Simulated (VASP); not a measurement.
**Ti: single point with PBEsol**

Crystal: Ti.

```
Ti
1.0
     2.86592    0.00000    0.00000
    -1.43296    2.48196    0.00000
     0.00000    0.00000    4.52062
Ti
2
Direct
  0.66667 0.33333 0.75000
  0.33333 0.66667 0.25000
```

| Item | Value |
| --- | --- |
| Program | VASP 6.6.1 |
| Task | single point |
| Functional | PBEsol |
| Potentials or basis | VASP PAW PBE potentials, release 64 (Ti_sv) |
| Cutoff | 520 eV |
| k mesh | 10 × 10 × 6 |
| Occupations | fermi-dirac, width 0.05 eV |
| Spin | no spin polarisation |

| Property | Result |
| --- | --- |
| Pressure | 4.6 GPa |
| Band gap on the k mesh | zero (bands 12 and 13 overlap by 0.99 eV) |

Levels at points of the mesh, in eV from the Fermi level:
```csv
k point,band 10,band 11,band 12,band 13,band 14,band 15
"(0.00, 0.00, 0.00)",-2.88,0.81,0.81,0.98,1.06,1.38
"(0.50, 0.00, 0.00)",-2.40,-2.05,-0.54,0.46,0.72,1.32
"(0.00, 0.00, 0.50)",-4.40,0.11,0.11,0.70,0.70,0.70
"(0.50, 0.00, 0.50)",-2.76,-0.90,-0.90,1.56,1.56,1.87
```

Wall time 4.1 min on 1 thread of Intel Xeon 8259CL, with other jobs on the host, peak memory 0.17 GiB.

Caveat: the cell stands under pressure; the PAW data sets were made with another functional, which shifts forces and pressure a little.
